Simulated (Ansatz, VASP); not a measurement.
# GaN: VASP beside Ansatz

The input INCAR:

```
  PREC = Accurate
  ENCUT = 520
  EDIFF = 1E-7
  ISMEAR = 0
  SIGMA = 0.05
  LREAL = False
  LASPH = True
  NELM = 100
  ALGO = Normal
  ISIF = 2
  LWAVE = False
  LCHARG = False
  GGA = PE
  NBANDS = 16
```

KPOINTS

```
Automatic mesh
0
Gamma
  10 10 10
```

File POSCAR:

```
GaN
1.0
    0.0000000000      2.2742384873      2.3083520646
    2.2742384873      0.0000000000      2.3083520646
    2.2742384873      2.2742384873      0.0000000000
Ga N
1 1
Direct
    0.0000000000      0.0000000000      0.0000000000
    0.7500000000      0.7500000000      0.7500000000
```

Input for Ansatz:

```yaml
crystal:
  lattice:
    - [0.0, 2.2742384873, 2.3083520646]
    - [2.2742384873, 0.0, 2.3083520646]
    - [2.2742384873, 2.2742384873, 0.0]
  atoms:
    - { symbol: Ga, position: [0.0, 0.0, 0.0] }
    - { symbol: "N", position: [0.75, 0.75, 0.75] }
basis:
  ecutwfc: 420
kpoints:
  mp_grid: { grid: [10, 10, 10] }
hamiltonian:
  xc: pbe
scf:
  occupations: { method: gaussian, width: 0.05 }
output:
  forces: true
  stress: true
  eigenvalues: true
```

Change from the starting cell: strain +0.0150 x Voigt [0, 0, 1, 0, 0, 0], atoms carried along.

Alike in both runs: task single point; functional PBE; k mesh 10 × 10 × 10; occupations gaussian, width 0.05 eV; no spin polarisation.

```csv
,VASP,Ansatz
version,VASP 6.6.1,Ansatz 0.2.0
potentials or method,"VASP PAW PBE potentials, release 64 (Ga_d, N), cutoff 520 eV","scalar-relativistic, plane waves, PAW"
valence electrons in the cell,18,18
```

```csv
,VASP,Ansatz,Ansatz less VASP
gap on the k mesh at the Fermi level (eV),1.43,1.42,-0.005
least direct gap on the mesh (eV),1.43,1.42,-0.005
pressure (GPa),-2.4,-2.5,-0.10
"traceless stress, the component that is largest in VASP (GPa)",-1.26,-1.26,0.000
```
